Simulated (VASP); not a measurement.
**CdTe4: relaxation of cell and atoms with PBE**

The system is CdTe4.

```xyz
5
Lattice="5.5560 0.0000 0.0000 0.0000 5.5560 0.0000 0.0000 0.0000 5.5560" Properties=species:S:1:pos:R:3 pbc="T T T"
Cd    0.0000    0.0000    0.0000
Te    2.7780    0.0000    0.0000
Te    0.0000    2.7780    0.0000
Te    0.0000    0.0000    2.7780
Te    2.7780    2.7780    2.7780
```

The cell was built from a structure type or drawn by symmetry, and may not be a known phase.

```json
{
 "Program": "VASP 6.6.1",
 "Task": "relaxation of cell and atoms",
 "Functional": "PBE",
 "Potentials or basis": "VASP PAW PBE potentials, release 64 (Cd, Te)",
 "Cutoff": "600 eV",
 "k mesh": "8 × 8 × 8",
 "Occupations": "gaussian, width 0.1 eV",
 "Spin": "no spin polarisation",
 "Dipole correction": "no",
 "Further INCAR settings": "ALGO = Normal; EDIFF = 1e-06; IBRION = 2; EDIFFG = -0.01; NSW = 100; ISIF = 3"
}
```

```yaml
Relaxed_volume: 34.38 Å³/atom
Relaxed_cell: a = 5.560 Å, b = 5.560 Å, c = 5.560 Å, α = 90.00°, β = 90.00°, γ = 90.00°
Space_group_after_relaxing_to_0.1_Å: Pm-3m (No. 221)
Energy_gained_by_relaxing: 0.0 meV/atom
Ionic_steps: 2
Pressure_after_relaxing: 0.0 GPa
Band_gap_on_the_k_mesh: zero (bands 18 and 19 overlap by 1.19 eV)
```

Final structure:
```
Cd Te
1.0
     5.56009    0.00000    0.00000
     0.00000    5.56009    0.00000
     0.00000    0.00000    5.56009
Cd Te
1 4
Direct
  0.00000 0.00000 0.00000
  0.50000 0.00000 0.00000
  0.00000 0.50000 0.00000
  0.00000 0.00000 0.50000
  0.50000 0.50000 0.50000
```

Levels at points of the mesh, in eV from the Fermi level:
```csv
k point,band 16,band 17,band 18,band 19,band 20,band 21
"(0.00, 0.00, 0.00)",-0.61,-0.61,-0.61,-0.17,1.12,1.12
"(0.50, 0.00, 0.00)",-1.09,-1.08,-0.32,-0.32,0.29,0.29
"(0.50, 0.50, 0.00)",-1.17,-1.14,0.53,0.53,0.68,0.73
"(0.50, 0.50, 0.50)",0.72,0.74,0.74,0.74,0.77,0.77
```

It took 3 min on 1 thread of Intel(R) Xeon(R) Platinum 8259CL CPU @ 2.50GHz (Skylake/Cascade Lake), with other jobs on the host, peak memory 0.43 GiB.

Caveat: spin-orbit coupling is left out, which moves the levels of the heavy elements.
